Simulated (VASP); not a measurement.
Runs of VASP 6.6.1 on Si. The structure is that of space group Fd-3m (No. 227), or close to it. The cells are those of the table. 

| task | cell | gap on the mesh (eV) | pressure (GPa) |
| --- | --- | --- | --- |
| single point | a = 3.860, b = 3.860, c = 3.879 Å, angles 59.8, 59.8, 60.3°, 2 atoms | 0.43 | -3.2 |
| single point | a = 3.802, b = 3.802, c = 3.763 Å, angles 60.3, 60.3, 59.3°, 2 atoms | 0.31 | 2.5 |
| single point | a = 3.879, b = 3.879, c = 3.840 Å, angles 60.3, 60.3, 59.3°, 2 atoms | 0.42 | -3.2 |
| electric field gradients | a = 3.802, b = 3.802, c = 3.763 Å, angles 60.3, 60.3, 59.3°, 2 atoms | 0.31 | 2.5 |
| electric field gradients | a = 3.783, b = 3.783, c = 3.840 Å, angles 59.5, 59.5, 61.0°, 2 atoms | 0.12 | (a) |
| single point | a = 3.821, b = 3.821, c = 3.840 Å, angles 59.8, 59.8, 60.3°, 2 atoms | 0.37 | -0.5 |
| single point | a = 3.898, b = 3.898, c = 3.955 Å, angles 59.5, 59.5, 61.0°, 2 atoms | 0.30 | (b) |

Alike in all rows: level LDA; potentials or basis VASP PAW LDA potentials, release 64 (Si); no spin polarisation; k mesh 11 × 11 × 11; cutoff (eV) 520; smearing fermi-dirac 0.08 eV.

Question: Fill in the values left out.

Answer: (a) 1.4; (b) -6.2.

Caveats: an odd mesh through Γ misses points on the zone boundary, where band edges can lie; the cell stands under tension (at least some runs).
